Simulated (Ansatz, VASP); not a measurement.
Au in VASP and in Ansatz

```xyz
5
Lattice="2.9401 0.0000 0.0000 0.0000 4.1579 0.0000 0.0000 0.0000 21.8802" Properties=species:S:1:pos:R:3 pbc="T T T"
Au    0.0000    0.0000    8.0000
Au    1.4700    2.0790    9.4701
Au    0.0000    0.0000   10.9401
Au    1.4700    2.0790   12.4101
Au    0.0000    0.0000   13.8802
```

Alike in both runs: task single point; functional PBE; k mesh 12 × 9 × 1; occupations fermi-dirac, width 0.05 eV; no spin polarisation.

|  | VASP | Ansatz |
| --- | --- | --- |
| version | VASP 6.6.1 | Ansatz 0.2.0 |
| potentials or method | VASP PAW PBE potentials, release 64 (Au) | PAW with Ansatz's default frozen-core files, scalar-relativistic |
| plane-wave cutoff (eV) | 520 | 420 |
| valence electrons in the cell | 55 | 95 |

|  | VASP | Ansatz | Ansatz less VASP |
| --- | --- | --- | --- |
| rms of the force components (eV/Å) | 0.224 | 0.224 | +0.0001 |

Atom by atom the forces differ by 0.003 eV/Å (rms over components). VASP's potentials hold 55 valence electrons a cell and Ansatz's 95, so a difference there can come from the potentials and not from the codes.

Spin-orbit coupling is off throughout.
